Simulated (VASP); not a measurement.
# GaSb in VASP: single point with PBEsol

Aim: the single point of GaSb with PBEsol.

All numbers are computed with VASP 6.6.1; they aren't measurements. Logs are shortened: lines on timing, memory, paths and dates and some standing lists are left out, and cuts for length are marked.

### 1 The cell of the first run

The cell holds a slab with vacuum, 4 atoms: a = 4.206 Å, b = 4.206 Å, c = 23.821 Å, α = 90.00°, β = 90.00°, γ = 98.22°.

### 2 Single point, PBEsol

Input file INCAR:

```
SYSTEM = GaSb
ALGO     = Normal         ! electronic algorithm
DIPOL    = 0.5 0.5 0.500
EDIFF    = 1E-6           ! SCF threshold, eV
ENCUT    = 400            ! plane-wave cutoff, eV
GGA      = PS             ! functional
GGA_COMPAT= .FALSE.      
IDIPOL   = 3            
ISIF     = 2              ! what is computed and relaxed
ISMEAR   = 1              ! smearing method
LASPH    = .TRUE.         ! aspherical terms in the spheres
LCHARG   = .FALSE.        ! write CHGCAR
LDIPOL   = .TRUE.       
LREAL    = .FALSE.        ! projectors in reciprocal space
LWAVE    = .FALSE.        ! write WAVECAR
NBANDS   = 26             ! bands
NELM     = 120            ! most SCF steps
NELMDL   = -8           
PREC     = Accurate       ! precision mode
SIGMA    = 0.1            ! smearing width, eV
```

Input file KPOINTS:

```
k-points
0
G
  4 4 1
  0 0 0
```

Input file POSCAR:

```
GaSb
1.0
    4.2063221874      0.0000000000      0.0000000000
   -0.6015584749      4.1630846431      0.0000000000
    0.0000000000      0.0000000000     23.8208075907
Ga Sb
2 2
Direct
    0.3123211087      0.6876788913      0.4855444280
    0.0620825869      0.9379174131      0.6011890040
    0.0000000000      0.0000000000      0.3988109960
    0.7497614782      0.2502385218      0.5144555720
```

Potentials or basis: VASP PAW PBE potentials, release 64 (Ga_d, Sb).

Launch:

```console
$ cat potpaw_PBE.64/Ga_d/POTCAR potpaw_PBE.64/Sb/POTCAR > POTCAR
$ mpirun -np 1 vasp_std > vasp.out
```

OUTCAR:

```text
SYSTEM = GaSb
   EDIFF = 1E-6
   ENCUT = 400
   GGA = PS
   ISIF = 2
   ISMEAR = 1
   LASPH = .TRUE.
   LREAL = .FALSE.
   NELM = 120
   NELMDL = -8
   PREC = Accurate

 ion  position               nearest neighbor table
   1  0.312  0.688  0.486-   4 2.87   3 2.87   4 2.87   4 2.87
   2  0.062  0.938  0.601-   4 2.87
   3  0.000  0.000  0.399-   1 2.87   4 3.18
   4  0.750  0.250  0.514-   1 2.87   2 2.87   1 2.87   1 2.87   3 3.18

  LATTYP: Found a base centered orthorhombic cell.
 ALAT       =     5.5068679999
 B/A-ratio  =     1.1548841963
 C/A-ratio  =     4.3256543631

  Lattice vectors:

 A1 = (   4.2063221874,   0.0000000000,   0.0000000000)
 A2 = (  -0.6015584749,   4.1630846431,   0.0000000000)
 A3 = (   0.0000000000,   0.0000000000,  23.8208075907)

Analysis of symmetry for initial positions (statically):
=====================================================================
 Subroutine PRICEL returns:
 Original cell was already a primitive cell.

 Routine SETGRP: Setting up the symmetry group for a
 base centered orthorhombic supercell.

 Subroutine GETGRP returns: Found  2 space group operations
 (whereof  2 operations were pure point group operations)
 out of a pool of  8 trial point group operations.

The static configuration has the point symmetry C_1h.

Analysis of symmetry for dynamics (positions and initial velocities):
=====================================================================
 Subroutine PRICEL returns:
 Original cell was already a primitive cell.

 Routine SETGRP: Setting up the symmetry group for a
 base centered orthorhombic supercell.

 Subroutine GETGRP returns: Found  2 space group operations
 (whereof  2 operations were pure point group operations)
 out of a pool of  8 trial point group operations.

The dynamic configuration has the point symmetry C_1h.

 Subroutine INISYM returns: Found  2 space group operations
 (whereof  2 operations are pure point group operations),
 and found     1 'primitive' translations

----------------------------------------------------------------------------------------

                                     Primitive cell

  volume of cell :     417.1327

  direct lattice vectors                    reciprocal lattice vectors
     4.206322187  0.000000000  0.000000000     0.237737376  0.034352636  0.000000000
    -0.601558475  4.163084643  0.000000000     0.000000000  0.240206502  0.000000000
     0.000000000  0.000000000 23.820807591     0.000000000  0.000000000  0.041980105

  length of vectors
     4.206322187  4.206322187 23.820807591     0.240206502  0.240206502  0.041980105

  position of ions in fractional coordinates (direct lattice)
     0.312321109  0.687678891  0.485544428
     0.062082587  0.937917413  0.601189004
     0.000000000  0.000000000  0.398810996
     0.749761478  0.250238522  0.514455572

  ion indices of the primitive-cell ions
   primitive index   ion index
                 1           1
                 2           2
                 3           3
                 4           4

----------------------------------------------------------------------------------------

 KPOINTS: k-points

Automatic generation of k-mesh.
 Grid dimensions read from file:
 generate k-points for:    4    4    1

 Generating k-lattice:

  Cartesian coordinates                     Fractional coordinates (reciprocal lattice)
     0.059434344  0.008588159  0.000000000     0.250000000  0.000000000  0.000000000
     0.000000000  0.060051626  0.000000000     0.000000000  0.250000000  0.000000000
     0.000000000  0.000000000  0.041980105     0.000000000  0.000000000  1.000000000

  Length of vectors
     0.060051626  0.060051626  0.041980105

  Shift w.r.t. Gamma in fractional coordinates (k-lattice)
     0.000000000  0.000000000  0.000000000

 Subroutine IBZKPT returns following result:
 ===========================================

 Found      7 irreducible k-points:

 Following reciprocal coordinates:
            Coordinates               Weight
  0.000000  0.000000  0.000000      1.000000
  0.250000  0.000000  0.000000      4.000000
  0.500000  0.000000  0.000000      2.000000
  0.250000  0.250000  0.000000      2.000000
  0.500000  0.250000  0.000000      4.000000
 -0.250000  0.250000  0.000000      2.000000
  0.500000  0.500000  0.000000      1.000000
   k-points           NKPTS =      7   k-points in BZ     NKDIM =      7   number of bands    NBANDS=     26
   number of dos      NEDOS =    301   number of ions     NIONS =      4
   total plane-waves  NPLWV = 125440
   dimension x,y,z NGX =    28 NGY =   28 NGZ =  160
   dimension x,y,z NGXF=    56 NGYF=   56 NGZF=  320
   ions per type =               2   2
   NGX,Y,Z   is equivalent  to a cutoff of  11.07, 11.07, 11.17 a.u.
   NGXF,Y,Z  is equivalent  to a cutoff of  22.13, 22.13, 22.33 a.u.
 SYSTEM =  GaSb
   PREC   = accura    normal or accurate (medium, high low for compatibility)
   ISTART =      0    job   : 0-new  1-cont  2-samecut
   ICHARG =      2    charge: 1-file 2-atom 10-const
   ISPIN  =      1    spin polarized calculation?
   LNONCOLLINEAR =      F non collinear calculations
   LSORBIT =      F    spin-orbit coupling
   LASPH  =      T    aspherical Exc in radial PAW
   ENCUT  =  400.0 eV  29.40 Ry    5.42 a.u.   6.86  6.86 38.85*2*pi/ulx,y,z
   NELM   =    120;   NELMIN=  2; NELMDL= -8     # of ELM steps
   EDIFF  = 0.1E-05   stopping-criterion for ELM
   LREAL  =      F    real-space projection
   EDIFFG = 0.1E-04   stopping-criterion for IOM
   NSW    =      0    number of steps for IOM
   IBRION =     -1    ionic relax: 0-MD 1-quasi-New 2-CG
   NFREE  =      0    steps in history (QN), initial steepest desc. (CG)
   ISIF   =      2    stress and relaxation
   ISYM   =      2    0-nonsym 1-usesym 2-fastsym
   POTIM  = 0.5000    time-step for ionic-motion
   TEBEG  =    0.0;   TEEND  =   0.0 temperature during run
   PSTRESS=    0.0 pullay stress
   NELECT =      36.0000    total number of electrons
   NUPDOWN=      -1.0000    fix difference up-down
   EMIN   =  10.00;   EMAX   =-10.00  energy-range for DOS
   EFERMI =   0.00;   METHOD = LEGACY
   ISMEAR =     1;   SIGMA  =   0.10  broadening in eV -4-tet -1-fermi 0-gaus
   EFERMI_NEDOS =   21; number of points for ismear=-14 and -15
   IALGO  =     38    algorithm
   IMIX   =      4    mixing-type and parameters
     AMIX     =   0.40;   BMIX     =  1.00
     AMIX_MAG =   1.60;   BMIX_MAG =  1.00
  volume/ion in A,a.u.               =     104.28       703.74
  Fermi-wavevector in a.u.,A,eV,Ry     =   0.723465  1.367151  7.121313  0.523402
  Thomas-Fermi vector in A             =   1.813688
   LORBIT       =      0    0 simple, 1 ext, 2 COOP (PROOUT), +10 PAW based schemes
   GGA     = PS    functional components
   LHFCALC =     F    Hartree Fock is set to
   AEXX    =    0.0000 exact exchange contribution
   IVDW    =     0    specifies the selected vdW correction
   LEPSILON=     F    determine dielectric tensor
   LRPA    =     F    only Hartree local field effects (RPA)
 non-spin polarized calculation
 Methfessel and Paxton  Order N= 1 SIGMA  =   0.10
  energy-cutoff  :      400.00
  volume of cell :      417.13
 maximum number of plane-waves:      7602
   NGX = 13   NGY = 13   NGZ = 77

 number of electron      36.0000052 magnetization

 dipolmoment           0.000000      0.000000     -0.057012 electrons x Angstroem

 Free energy of the ion-electron system (eV)
  ---------------------------------------------------
  ext. energy  EPLUGINS =         0.00000000
  ---------------------------------------------------
  free energy    TOTEN  =       -13.36475739 eV

  energy without entropy =      -13.35832729  energy(sigma->0) =      -13.36261402

 E-fermi :  -1.7887     XC(G=0):  -3.3007

 val. band max:       -1.8849552325   @ k =  -0.2500   0.2500   0.0000
 cond. band min:      -1.7725324931   @ k =   0.2500   0.0000   0.0000
 fundamental gap:      0.1124227394
 Fermi energy:        -1.7887353212

 k-point     1 :       0.0000    0.0000    0.0000
  band No.  band energies     occupation
      1     -16.8303      2.00000
      2     -16.8255      2.00000
      3     -16.7816      2.00000
      4     -16.7795      2.00000
      5     -16.7741      2.00000
      6     -16.5065      2.00000
[... 18 lines left out ...]
     25       2.5183      0.00000
     26       2.9044      0.00000

 k-point     2 :       0.2500    0.0000    0.0000
  band No.  band energies     occupation
      1     -16.8280      2.00000
      2     -16.8264      2.00000
      3     -16.7817      2.00000
      4     -16.7804      2.00000
      5     -16.7729      2.00000
      6     -16.5056      2.00000
[... 18 lines left out ...]
     25       2.6627      0.00000
     26       2.8793      0.00000

 k-point     3 :       0.5000    0.0000    0.0000
  band No.  band energies     occupation
      1     -16.8277      2.00000
      2     -16.8259      2.00000
      3     -16.7827      2.00000
      4     -16.7809      2.00000
      5     -16.7709      2.00000
      6     -16.5057      2.00000
[... 18 lines left out ...]
     25       2.3035      0.00000
     26       3.1594      0.00000

 k-point     4 :       0.2500    0.2500    0.0000
  band No.  band energies     occupation
      1     -16.8276      2.00000
      2     -16.8257      2.00000
      3     -16.7823      2.00000
      4     -16.7804      2.00000
      5     -16.7724      2.00000
      6     -16.5069      2.00000
[... 18 lines left out ...]
     25       2.7244      0.00000
     26       3.2505      0.00000

 k-point     5 :       0.5000    0.2500    0.0000
  band No.  band energies     occupation
      1     -16.8291      2.00000
      2     -16.8231      2.00000
      3     -16.7842      2.00000
      4     -16.7796      2.00000
      5     -16.7710      2.00000
      6     -16.5185      2.00000
[... 18 lines left out ...]
     25       3.5574      0.00000
     26       3.7305      0.00000

 k-point     6 :      -0.2500    0.2500    0.0000
  band No.  band energies     occupation
      1     -16.8279      2.00000
      2     -16.8249      2.00000
      3     -16.7825      2.00000
      4     -16.7802      2.00000
      5     -16.7725      2.00000
      6     -16.5163      2.00000
[... 18 lines left out ...]
     25       2.7842      0.00000
     26       3.1029      0.00000

 k-point     7 :       0.5000    0.5000    0.0000
  band No.  band energies     occupation
      1     -16.8306      2.00000
      2     -16.8207      2.00000
      3     -16.7866      2.00000
      4     -16.7777      2.00000
      5     -16.7705      2.00000
      6     -16.5311      2.00000
[... 18 lines left out ...]
     25       3.1410      0.00000
     26       3.9098      0.00000

------------------------ aborting loop because EDIFF is reached ----------------------------------------

 vacuum level on the upper side and lower side of the slab       (xc-potential included)        -0.437         0.134

  FORCE on cell =-STRESS in cart. coord.  units (eV):
  Direction    XX          YY          ZZ          XY          YZ          ZX
  --------------------------------------------------------------------------------------
  -------------------------------------------------------------------------------------
  Total       -4.1019364     -3.9499943     -4.4775001      0.5257578     -0.4917021      0.5678588
  in kB      -15.7552482    -15.1716491    -17.1977617      2.0193985     -1.8885930      2.1811055
  external PRESSURE =     -16.0415530 kB  Pullay stress =       0.0000000 kB

 VOLUME and BASIS-vectors are now :
 -----------------------------------------------------------------------------
  energy-cutoff  :      400.00
  volume of cell :      417.13
      direct lattice vectors                 reciprocal lattice vectors
     4.206322187  0.000000000  0.000000000     0.237737376  0.034352636  0.000000000
    -0.601558475  4.163084643  0.000000000     0.000000000  0.240206502  0.000000000
     0.000000000  0.000000000 23.820807591     0.000000000  0.000000000  0.041980105

 POSITION                                       TOTAL-FORCE (eV/Angst)
 -----------------------------------------------------------------------------------
      0.90004      2.86287     11.56606        -0.087022      0.075351     -0.392329
     -0.30307      3.90463     14.32081         0.187131     -0.162034     -0.446595
      0.00000      0.00000      9.50000        -0.044211      0.038281      1.345901
      3.00321      1.04176     12.25475        -0.055898      0.048402     -0.506976
 -----------------------------------------------------------------------------------
    total drift:                                0.000125     -0.000108      0.001073

  FREE ENERGIE OF THE ION-ELECTRON SYSTEM (eV)
  ---------------------------------------------------
  free  energy   TOTEN  =       -13.3647573921 eV

  energy  without entropy=      -13.3583272864  energy(sigma->0) =      -13.36261402

 vacuum level on the upper side and lower side of the slab         2.058         2.646
```

Run time: 3.4 min. Hardware: 1 thread of Intel Xeon 8259CL, shared host; peak memory 0.36 GiB.

Results:

- Free energy: -13.3648 eV
- Largest force: 1.347 eV/Å
- Band gap on the k mesh: zero (band 18 reaches -1.26 eV, above the bottom of band 19 at -2.15 eV)

Forces on the atoms (eV/Å):
```
Ga  -0.087  0.075 -0.392
Ga   0.187 -0.162 -0.447
Sb  -0.044  0.038  1.346
Sb  -0.056  0.048 -0.507
```

Caveat: the k points lie up to 0.38 Å⁻¹ apart; the PAW data sets were made with another functional, which shifts forces and pressure a little; spin-orbit coupling is left out, which moves the levels of the heavy elements.
